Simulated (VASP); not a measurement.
# BP (F-43m) in VASP: settings compared

The runs below take BP through single point, with PBE, RPBE+D3(BJ), PBEsol-based global hybrid.

Everything below comes from runs of VASP 6.6.1. Logs are shortened: lines on timing, memory, paths and dates and some standing lists are left out, and cuts for length are marked.

## (1) The cell of the first run

It takes space group F-43m (No. 216, cubic). Conventional cell: a = 4.538 Å, b = 4.538 Å, c = 4.538 Å, α = 90.00°, β = 90.00°, γ = 90.00°. P (site symmetry -43m) has 4 B at 1.97 Å within 2.6 Å. B (site symmetry -43m) has 4 P at 1.97 Å within 2.6 Å.

## (2) Single point, PBE

The input, INCAR:

```
PREC = Accurate ; ENCUT = 520
EDIFF = 1E-6 ; ISMEAR = -1
SIGMA = 0.02 ; LREAL = F
LASPH = T ; NELM = 80
ALGO = Normal ; ISIF = 2
LWAVE = F ; LCHARG = F
GGA = PE ; NBANDS = 11
```

The input, KPOINTS:

```
regular mesh
0
Gamma
  6 6 6
```

The input, POSCAR:

```
BP
1.0
    0.0000000000      2.2690000000      2.2690000000
    2.2690000000      0.0000000000      2.2690000000
    2.2690000000      2.2690000000      0.0000000000
P B
1 1
Direct
    0.7500000000      0.7500000000      0.7500000000
    0.0000000000      0.0000000000      0.0000000000
```

Potentials or basis: VASP PAW PBE potentials, release 64 (P, B).

Started as:

```bash
cat potpaw_PBE.64/P/POTCAR potpaw_PBE.64/B/POTCAR > POTCAR
mpirun -np 1 vasp_std > vasp.out
```

OUTCAR:

```text
PREC = Accurate
   ENCUT = 520
   EDIFF = 1E-6
   ISMEAR = -1
   LREAL = F
   LASPH = T
   NELM = 80
   ISIF = 2
   GGA = PE

 ion  position               nearest neighbor table
   1  0.750  0.750  0.750-   2 1.97   2 1.97   2 1.97   2 1.97
   2  0.000  0.000  0.000-   1 1.97   1 1.97   1 1.97   1 1.97

  LATTYP: Found a face centered cubic cell.
 ALAT       =     4.5380000000

  Lattice vectors:

 A1 = (   0.0000000000,   2.2690000000,   2.2690000000)
 A2 = (   2.2690000000,   0.0000000000,   2.2690000000)
 A3 = (   2.2690000000,   2.2690000000,   0.0000000000)

Analysis of symmetry for initial positions (statically):
=====================================================================
 Subroutine PRICEL returns:
 Original cell was already a primitive cell.

 Routine SETGRP: Setting up the symmetry group for a
 face centered cubic supercell.

 Subroutine GETGRP returns: Found 24 space group operations
 (whereof 24 operations were pure point group operations)
 out of a pool of 48 trial point group operations.

The static configuration has the point symmetry T_d .

Analysis of symmetry for dynamics (positions and initial velocities):
=====================================================================
 Subroutine PRICEL returns:
 Original cell was already a primitive cell.

 Routine SETGRP: Setting up the symmetry group for a
 face centered cubic supercell.

 Subroutine GETGRP returns: Found 24 space group operations
 (whereof 24 operations were pure point group operations)
 out of a pool of 48 trial point group operations.

The dynamic configuration has the point symmetry T_d .

 Subroutine INISYM returns: Found 24 space group operations
 (whereof 24 operations are pure point group operations),
 and found     1 'primitive' translations

----------------------------------------------------------------------------------------

                                     Primitive cell

  volume of cell :      23.3633

  direct lattice vectors                    reciprocal lattice vectors
     0.000000000  2.269000000  2.269000000    -0.220361393  0.220361393  0.220361393
     2.269000000  0.000000000  2.269000000     0.220361393 -0.220361393  0.220361393
     2.269000000  2.269000000  0.000000000     0.220361393  0.220361393 -0.220361393

  length of vectors
     3.208850573  3.208850573  3.208850573     0.381677128  0.381677128  0.381677128

  position of ions in fractional coordinates (direct lattice)
     0.750000000  0.750000000  0.750000000
     0.000000000  0.000000000  0.000000000

  ion indices of the primitive-cell ions
   primitive index   ion index
                 1           1
                 2           2

----------------------------------------------------------------------------------------

 KPOINTS: regular mesh

Automatic generation of k-mesh.
 Grid dimensions read from file:
 generate k-points for:    6    6    6

 Generating k-lattice:

  Cartesian coordinates                     Fractional coordinates (reciprocal lattice)
    -0.036726899  0.036726899  0.036726899     0.166666667  0.000000000  0.000000000
     0.036726899 -0.036726899  0.036726899     0.000000000  0.166666667  0.000000000
     0.036726899  0.036726899 -0.036726899     0.000000000  0.000000000  0.166666667

  Length of vectors
     0.063612855  0.063612855  0.063612855

  Shift w.r.t. Gamma in fractional coordinates (k-lattice)
     0.000000000  0.000000000  0.000000000

 Subroutine IBZKPT returns following result:
 ===========================================

 Found     16 irreducible k-points:

 Following reciprocal coordinates:
            Coordinates               Weight
  0.000000  0.000000  0.000000      1.000000
  0.166667  0.000000  0.000000      8.000000
  0.333333  0.000000  0.000000      8.000000
  0.500000  0.000000  0.000000      4.000000
  0.166667  0.166667  0.000000      6.000000
  0.333333  0.166667  0.000000     24.000000
[... 8 lines left out ...]
 -0.333333  0.333333  0.166667     24.000000
 -0.333333  0.500000  0.166667     12.000000
   k-points           NKPTS =     16   k-points in BZ     NKDIM =     16   number of bands    NBANDS=     11
   number of dos      NEDOS =    301   number of ions     NIONS =      2
   total plane-waves  NPLWV =  13824
   dimension x,y,z NGX =    24 NGY =   24 NGZ =   24
   dimension x,y,z NGXF=    48 NGYF=   48 NGZF=   48
   ions per type =               1   1
   NGX,Y,Z   is equivalent  to a cutoff of  12.43, 12.43, 12.43 a.u.
   NGXF,Y,Z  is equivalent  to a cutoff of  24.87, 24.87, 24.87 a.u.
 SYSTEM =  unknown system
   PREC   = accura    normal or accurate (medium, high low for compatibility)
   ISTART =      0    job   : 0-new  1-cont  2-samecut
   ICHARG =      2    charge: 1-file 2-atom 10-const
   ISPIN  =      1    spin polarized calculation?
   LNONCOLLINEAR =      F non collinear calculations
   LSORBIT =      F    spin-orbit coupling
   LASPH  =      T    aspherical Exc in radial PAW
   ENCUT  =  520.0 eV  38.22 Ry    6.18 a.u.   5.97  5.97  5.97*2*pi/ulx,y,z
   NELM   =     80;   NELMIN=  2; NELMDL= -5     # of ELM steps
   EDIFF  = 0.1E-05   stopping-criterion for ELM
   LREAL  =      F    real-space projection
   EDIFFG = 0.1E-04   stopping-criterion for IOM
   NSW    =      0    number of steps for IOM
   IBRION =     -1    ionic relax: 0-MD 1-quasi-New 2-CG
   NFREE  =      0    steps in history (QN), initial steepest desc. (CG)
   ISIF   =      2    stress and relaxation
   ISYM   =      2    0-nonsym 1-usesym 2-fastsym
   POTIM  = 0.5000    time-step for ionic-motion
   TEBEG  =    0.0;   TEEND  =   0.0 temperature during run
   PSTRESS=    0.0 pullay stress
   NELECT =       8.0000    total number of electrons
   NUPDOWN=      -1.0000    fix difference up-down
   EMIN   =  10.00;   EMAX   =-10.00  energy-range for DOS
   EFERMI =   0.00;   METHOD = LEGACY
   ISMEAR =    -1;   SIGMA  =   0.02  broadening in eV -4-tet -1-fermi 0-gaus
   EFERMI_NEDOS =   21; number of points for ismear=-14 and -15
   IALGO  =     38    algorithm
   IMIX   =      4    mixing-type and parameters
     AMIX     =   0.40;   BMIX     =  1.00
     AMIX_MAG =   1.60;   BMIX_MAG =  1.00
  volume/ion in A,a.u.               =      11.68        78.83
  Fermi-wavevector in a.u.,A,eV,Ry     =   1.145320  2.164342 17.847562  1.311759
  Thomas-Fermi vector in A             =   2.282009
   LORBIT       =      0    0 simple, 1 ext, 2 COOP (PROOUT), +10 PAW based schemes
   GGA     = PE    functional components
   LHFCALC =     F    Hartree Fock is set to
   AEXX    =    0.0000 exact exchange contribution
   IVDW    =     0    specifies the selected vdW correction
   LEPSILON=     F    determine dielectric tensor
   LRPA    =     F    only Hartree local field effects (RPA)
 non-spin polarized calculation
  energy-cutoff  :      520.00
  volume of cell :       23.36
 maximum number of plane-waves:       636
   NGX = 11   NGY = 11   NGZ = 11

 number of electron       8.0000000 magnetization

 Free energy of the ion-electron system (eV)
  ---------------------------------------------------
  ext. energy  EPLUGINS =         0.00000000
  ---------------------------------------------------
  free energy    TOTEN  =       -12.91332664 eV

  energy without entropy =      -12.91332664  energy(sigma->0) =      -12.91332664

 E-fermi :   7.9115     XC(G=0): -10.9043

 val. band max:        7.4390254573   @ k =   0.0000   0.0000   0.0000
 cond. band min:       8.7680035317   @ k =   0.5000   0.5000   0.0000
 fundamental gap:      1.3289780744
 Fermi energy:         7.9114624397

 k-point     1 :       0.0000    0.0000    0.0000
  band No.  band energies     occupation
      1      -8.0235      2.00000
      2       7.4390      2.00000
      3       7.4390      2.00000
      4       7.4390      2.00000
      5      10.8370      0.00000
      6      10.8370      0.00000
      7      10.8370      0.00000
      8      14.8135      0.00000
      9      18.9501      0.00000
     10      19.5638      0.00000
     11      19.5638      0.00000

 k-point     2 :       0.1667    0.0000    0.0000
  band No.  band energies     occupation
      1      -7.5257      2.00000
      2       4.6012      2.00000
      3       6.7735      2.00000
      4       6.7735      2.00000
      5      11.4585      0.00000
      6      11.7426      0.00000
      7      11.7426      0.00000
      8      16.1003      0.00000
      9      18.3768      0.00000
     10      18.3768      0.00000
     11      20.1899      0.00000

 k-point     3 :       0.3333    0.0000    0.0000
  band No.  band energies     occupation
      1      -6.1086      2.00000
      2       0.7062      2.00000
      3       5.9701      2.00000
      4       5.9701      2.00000
      5      11.3361      0.00000
      6      12.2947      0.00000
      7      12.2947      0.00000
      8      17.5455      0.00000
      9      19.3274      0.00000
     10      19.3274      0.00000
     11      20.8661      0.00000

 k-point     4 :       0.5000    0.0000    0.0000
  band No.  band energies     occupation
      1      -4.6994      2.00000
      2      -1.5965      2.00000
      3       5.6807      2.00000
      4       5.6807      2.00000
      5      11.2192      0.00000
      6      12.1494      0.00000
      7      12.1494      0.00000
      8      17.5636      0.00000
      9      22.0621      0.00000
     10      22.0621      0.00000
     11      22.2679      0.00000

 k-point     5 :       0.1667    0.1667    0.0000
  band No.  band energies     occupation
      1      -7.3586      2.00000
      2       5.5015      2.00000
      3       5.7057      2.00000
      4       5.7057      2.00000
      5       9.8771      0.00000
      6      13.2982      0.00000
      7      13.2982      0.00000
      8      14.3375      0.00000
      9      18.0886      0.00000
     10      20.2826      0.00000
     11      20.9455      0.00000
[... 99 lines left out ...]
 k-point    13 :       0.5000    0.5000    0.0000
  band No.  band energies     occupation
      1      -3.1687      2.00000
      2      -1.1453      2.00000
      3       3.3230      2.00000
      4       3.3230      2.00000
      5       8.7680      0.00000
      6       9.0952      0.00000
      7      19.5620      0.00000
      8      19.5620      0.00000
      9      22.6714      0.00000
     10      24.1931      0.00000
     11      25.4269      0.00000

 k-point    14 :       0.5000    0.3333    0.1667
  band No.  band energies     occupation
      1      -4.8857      2.00000
      2       0.9114      2.00000
      3       2.4315      2.00000
      4       4.1737      2.00000
      5      11.4448      0.00000
      6      12.9780      0.00000
      7      13.9103      0.00000
      8      16.9547      0.00000
      9      20.1541      0.00000
     10      21.0047      0.00000
     11      25.1433      0.00000

 k-point    15 :      -0.3333    0.3333    0.1667
  band No.  band energies     occupation
      1      -3.5829      2.00000
      2      -0.6790      2.00000
      3       1.9364      2.00000
      4       3.4624      2.00000
      5      11.9510      0.00000
      6      13.1430      0.00000
      7      16.0461      0.00000
      8      16.6044      0.00000
      9      17.9296      0.00000
     10      22.2670      0.00000
     11      24.9882      0.00000

 k-point    16 :      -0.3333    0.5000    0.1667
  band No.  band energies     occupation
      1      -2.9693      2.00000
      2      -0.7859      2.00000
      3       2.1366      2.00000
      4       2.2604      2.00000
      5      11.2697      0.00000
      6      11.8871      0.00000
      7      16.5645      0.00000
      8      17.2184      0.00000
      9      20.3811      0.00000
     10      23.6354      0.00000
     11      23.9145      0.00000

------------------------ aborting loop because EDIFF is reached ----------------------------------------

  FORCE on cell =-STRESS in cart. coord.  units (eV):
  Direction    XX          YY          ZZ          XY          YZ          ZX
  --------------------------------------------------------------------------------------
  -------------------------------------------------------------------------------------
  Total        0.1499066      0.1499066      0.1499066     -0.0000000     -0.0000000      0.0000000
  in kB       10.2801153     10.2801153     10.2801153     -0.0000000     -0.0000000      0.0000000
  external PRESSURE =      10.2801153 kB  Pullay stress =       0.0000000 kB

 VOLUME and BASIS-vectors are now :
 -----------------------------------------------------------------------------
  energy-cutoff  :      520.00
  volume of cell :       23.36
      direct lattice vectors                 reciprocal lattice vectors
     0.000000000  2.269000000  2.269000000    -0.220361393  0.220361393  0.220361393
     2.269000000  0.000000000  2.269000000     0.220361393 -0.220361393  0.220361393
     2.269000000  2.269000000  0.000000000     0.220361393  0.220361393 -0.220361393

 POSITION                                       TOTAL-FORCE (eV/Angst)
 -----------------------------------------------------------------------------------
      3.40350      3.40350      3.40350         0.000000      0.000000      0.000000
      0.00000      0.00000      0.00000        -0.000000     -0.000000     -0.000000
 -----------------------------------------------------------------------------------
    total drift:                               -0.000000     -0.000000     -0.000000

  FREE ENERGIE OF THE ION-ELECTRON SYSTEM (eV)
  ---------------------------------------------------
  free  energy   TOTEN  =       -12.9133266381 eV

  energy  without entropy=      -12.9133266381  energy(sigma->0) =      -12.91332664
```

Run time: 5.1 s. Hardware: 1 thread of AMD EPYC 7R13 (Zen 3), shared host; peak memory 0.1 GiB.

Results:

| Property | Result |
| --- | --- |
| Free energy | -12.9133 eV |
| Pressure | 1.0 GPa |
| Band gap on the k mesh | 1.33 eV, indirect (least direct gap 3.40 eV) |

Levels at points of the mesh, in eV from the valence-band top:
```tsv
k point	band 2	band 3	band 4	band 5	band 6	band 7
(0.00, 0.00, 0.00)	0.00	0.00	0.00	3.40	3.40	3.40
(0.50, 0.00, 0.00)	-9.04	-1.76	-1.76	3.78	4.71	4.71
(0.50, 0.50, 0.00)	-8.58	-4.12	-4.12	1.33	1.66	12.12
```

## (3) Single point, RPBE+D3(BJ)

This run uses another cell than the first one, of 10.60 Å³/atom, 0.907 times its volume.

The input, INCAR:

```
PREC = Accurate
ENCUT = 520
EDIFF = 1E-7
ISMEAR = -1
SIGMA = 0.05
LREAL = F
LASPH = T
NELM = 100
ALGO = Normal
ISIF = 2
LWAVE = F
LCHARG = F
GGA = RP
IVDW = 12
NBANDS = 11
```

The input, KPOINTS:

```
Automatic mesh
0
Gamma
  10 10 10
```

The input, POSCAR:

```
BP
1.0
    0.0000000000      2.1963524776      2.1963524776
    2.1963524776      0.0000000000      2.1963524776
    2.1963524776      2.1963524776      0.0000000000
P B
1 1
Direct
    0.7500000000      0.7500000000      0.7500000000
    0.0000000000      0.0000000000      0.0000000000
```

Potentials or basis: VASP PAW PBE potentials, release 64 (P, B).

Started as:

```bash
cat potpaw_PBE.64/P/POTCAR potpaw_PBE.64/B/POTCAR > POTCAR
mpirun -np 1 vasp_std > vasp.out
```

It took 18 s on 1 thread of AMD EPYC 7R13 (Zen 3), shared host; peak memory 0.11 GiB.

Results (log left out):

| Quantity | Value |
| --- | --- |
| Free energy | -14.5709 eV |
| Pressure | -0.6 GPa |
| Band gap on the k mesh | 1.10 eV, indirect (least direct gap 3.56 eV) |
| Dispersion energy per atom | -1.237 eV |

Levels at points of the mesh, in eV from the valence-band top:
```csv
k point,band 1,band 2,band 3,band 4,band 5,band 6,band 7,band 8,band 9
"(0.00, 0.00, 0.00)",-16.38,0.00,0.00,0.00,3.56,3.56,3.56,8.94,12.33
"(0.50, 0.00, 0.00)",-12.67,-9.77,-1.87,-1.87,4.38,4.76,4.76,10.54,15.24
"(0.50, 0.50, 0.00)",-10.98,-9.14,-4.48,-4.48,1.11,1.60,13.09,13.09,16.61
```

Caveat: the PAW data sets were made with another functional, which shifts forces and pressure a little.

## (4) Single point, PBEsol-based global hybrid

This run uses another cell than the first one, of 10.98 Å³/atom, 0.940 times its volume.

The input, POSCAR:

```
BP
1.0
    0.0000000000      2.2226808807      2.2226808807
    2.2226808807      0.0000000000      2.2226808807
    2.2226808807      2.2226808807      0.0000000000
P B
1 1
Direct
    0.7500000000      0.7500000000      0.7500000000
    0.0000000000      0.0000000000      0.0000000000
```

The input, INCAR.step1:

```
SYSTEM = BP
  PREC = Accurate
  ENCUT = 520
  EDIFF = 1E-5
  ISMEAR = -1
  SIGMA = 0.05
  LREAL = .FALSE.
  LASPH = .TRUE.
  NELM = 80
  ALGO = Normal
  ISIF = 2
  LWAVE = .TRUE.
  LCHARG = .FALSE.
  NBANDS = 11
  GGA = PE
```

The input, INCAR.step2:

```
SYSTEM = BP
  PREC = Accurate
  ENCUT = 520
  EDIFF = 1E-6
  ISMEAR = -1
  SIGMA = 0.05
  LREAL = .FALSE.
  LASPH = .TRUE.
  NELM = 80
  ALGO = Normal
  ISIF = 2
  LWAVE = .FALSE.
  LCHARG = .FALSE.
  GGA = PS
  LHFCALC = .TRUE.
  AEXX = 0.25
  PRECFOCK = Normal
  NBANDS = 11
  ISTART = 1
```

The input, KPOINTS:

```
regular mesh
0
G
  5 5 5
  0 0 0
```

Started as:

```bash
cat potpaw_PBE.64/P/POTCAR potpaw_PBE.64/B/POTCAR > POTCAR
cp INCAR.step1 INCAR
mpirun -np 1 vasp_std > vasp.out
cp INCAR.step2 INCAR
mpirun -np 1 vasp_std > vasp.out
```

Wall time 61 s (1 thread of Intel Xeon 6975P-C (Granite Rapids), shared host); peak memory 0.14 GiB.

The run converged. Its results:

```
Free energy            : -16.2434 eV
Pressure               : 7.7 GPa
Band gap on the k mesh : 2.57 eV, indirect (least direct gap 5.16 eV)
```

Levels at points of the mesh, in eV from the valence-band top:
| k point | band 1 | band 2 | band 3 | band 4 | band 5 | band 6 | band 7 | band 8 |
| --- | --- | --- | --- | --- | --- | --- | --- | --- |
| (0.00, 0.00, 0.00) | -17.77 | 0.00 | 0.00 | 0.00 | 5.16 | 5.16 | 5.16 | 10.45 |

Caveat: the k points lie up to 0.49 Å⁻¹ apart; the PAW data sets were made with another functional, which shifts forces and pressure a little.

## (5) Single point, PBEsol-based global hybrid

This run uses another cell than the first one, of 11.21 Å³/atom, 0.960 times its volume.

The input, POSCAR:

```
BP
1.0
    0.0000000000      2.2383340787      2.2383340787
    2.2383340787      0.0000000000      2.2383340787
    2.2383340787      2.2383340787      0.0000000000
P B
1 1
Direct
    0.7500000000      0.7500000000      0.7500000000
    0.0000000000      0.0000000000      0.0000000000
```

The input, INCAR.step1:

```
PREC = Accurate ; ENCUT = 520
EDIFF = 1E-5 ; ISMEAR = -1
SIGMA = 0.05 ; LREAL = False
LASPH = True ; NELM = 60
ALGO = Normal ; ISIF = 2
LWAVE = True ; LCHARG = False
GGA = PE ; NBANDS = 11
```

The input, INCAR.step2:

```
PREC = Accurate ; ENCUT = 520
EDIFF = 1E-6 ; ISMEAR = -1
SIGMA = 0.05 ; LREAL = False
LASPH = True ; NELM = 60
ALGO = Normal ; ISIF = 2
LWAVE = False ; LCHARG = False
GGA = PS ; LHFCALC = True
AEXX = 0.25 ; PRECFOCK = Normal
ISTART = 1 ; NBANDS = 11
```

The input, KPOINTS:

```
Automatic mesh
0
Gamma
  5 5 5
```

Started as:

```bash
cat potpaw_PBE.64/P/POTCAR potpaw_PBE.64/B/POTCAR > POTCAR
cp INCAR.step1 INCAR
mpirun -np 1 vasp_std > vasp.out
cp INCAR.step2 INCAR
mpirun -np 1 vasp_std > vasp.out
```

Wall time 60 s (1 thread of Intel Xeon 6975P-C (Granite Rapids), shared host); peak memory 0.14 GiB.

It converged, with:

```
Free energy            : -16.2599 eV
Pressure               : 3.5 GPa
Band gap on the k mesh : 2.60 eV, indirect (least direct gap 5.12 eV)
```

Levels at points of the mesh, in eV from the valence-band top:
| k point | band 1 | band 2 | band 3 | band 4 | band 5 | band 6 | band 7 | band 8 | band 9 |
| --- | --- | --- | --- | --- | --- | --- | --- | --- | --- |
| (0.00, 0.00, 0.00) | -17.56 | 0.00 | 0.00 | 0.00 | 5.12 | 5.12 | 5.12 | 10.10 | 13.50 |

Caveat: the k points lie up to 0.49 Å⁻¹ apart; the PAW data sets were made with another functional, which shifts forces and pressure a little. A k mesh can miss the band edges.

## (6) The runs side by side

```csv
level,cell,k mesh,smearing,grid for exact exchange (PRECFOCK),share of exact exchange,gap on the mesh (eV),pressure (GPa)
PBE,"a = 3.209 Å, angles 60.0°, 2 atoms",6 × 6 × 6,fermi-dirac 0.02 eV,-,-,1.33,1.0
RPBE+D3(BJ),"a = 3.106 Å, angles 60.0°, 2 atoms",10 × 10 × 10,fermi-dirac 0.05 eV,-,-,1.10,-0.6
PBEsol-based global hybrid,"a = 3.143 Å, angles 60.0°, 2 atoms",5 × 5 × 5,fermi-dirac 0.05 eV,Normal,0.25,2.57,7.7
PBEsol-based global hybrid,"a = 3.165 Å, angles 60.0°, 2 atoms",5 × 5 × 5,fermi-dirac 0.05 eV,Normal,0.25,2.60,3.5
```

Alike in all rows: task single point; potentials or basis VASP PAW PBE potentials, release 64 (P, B); no spin polarisation; cutoff (eV) 520.

Caveats: some runs use coarse meshes; the PAW data sets were made with another functional, which shifts forces and pressure a little (some runs).

Total energies depend on the potentials used, so only differences within one code and one set of settings carry meaning.
